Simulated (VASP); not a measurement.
Write the native input for VASP 6.6.1 that does the following.

- Task: single point
- Functional: PBE
- Potentials or basis: VASP PAW PBE potentials, release 64 (Mo_sv, W_sv)
- Cutoff: 500 eV
- k mesh: 4 × 4 × 4
- Occupations: gaussian, width 0.1 eV
- Spin: no spin polarisation
- Dipole correction: no
- Further INCAR settings: ALGO = Normal; EDIFF = 1e-06; NBANDS = 66

The structure of Mo3W lies in POSCAR:

```
Mo3W
1.0
    5.4968010400      0.0000000000      0.0000000000
    0.0000000000      5.4968010400      0.0000000000
    0.0000000000      0.0000000000      5.4968010400
Mo W
6 2
Direct
    0.2500000000      0.0000000000      0.5000000000
    0.5000000000      0.7500000000      0.0000000000
    0.7500000000      0.0000000000      0.5000000000
    0.5000000000      0.2500000000      0.0000000000
    0.0000000000      0.5000000000      0.7500000000
    0.0000000000      0.5000000000      0.2500000000
    0.0000000000      0.0000000000      0.0000000000
    0.5000000000      0.5000000000      0.5000000000
```

The cell was built from a structure type or drawn by symmetry, and may not be a known phase.

These files were run (other wordings do the same):

INCAR

```
SYSTEM = Mo3W
PREC     = Accurate       ! precision mode
ENCUT    = 500            ! plane-wave cutoff, eV
EDIFF    = 1E-6           ! SCF threshold, eV
ISMEAR   = 0              ! smearing method
SIGMA    = 0.1            ! smearing width, eV
LREAL    = .FALSE.        ! projectors in reciprocal space
LASPH    = .TRUE.         ! aspherical terms in the spheres
NELM     = 120            ! most SCF steps
ALGO     = Normal         ! electronic algorithm
ISIF     = 2              ! what is computed and relaxed
LWAVE    = .FALSE.        ! write WAVECAR
LCHARG   = .FALSE.        ! write CHGCAR
GGA      = PE             ! functional
NBANDS   = 66             ! bands
GGA_COMPAT= .FALSE.
```

KPOINTS

```
Automatic mesh
0
G
  4 4 4
  0 0 0
```

Potentials or basis: VASP PAW PBE potentials, release 64 (Mo_sv, W_sv).

The run is started by

```bash
$ cat potpaw_PBE.64/Mo_sv/POTCAR potpaw_PBE.64/W_sv/POTCAR > POTCAR
$ mpirun -np 1 vasp_std > vasp.out
```

It gave:

The pressure is -38.4 GPa. The band gap on the k mesh is zero (bands 56 and 57 overlap by 0.30 eV).

Caveat: the cell stands under tension; spin-orbit coupling is left out, which moves the levels of the heavy elements.

It took 75 s on 1 thread of AMD EPYC 7R13 Processor (Zen 3) (shared host), peak memory 0.24 GiB.
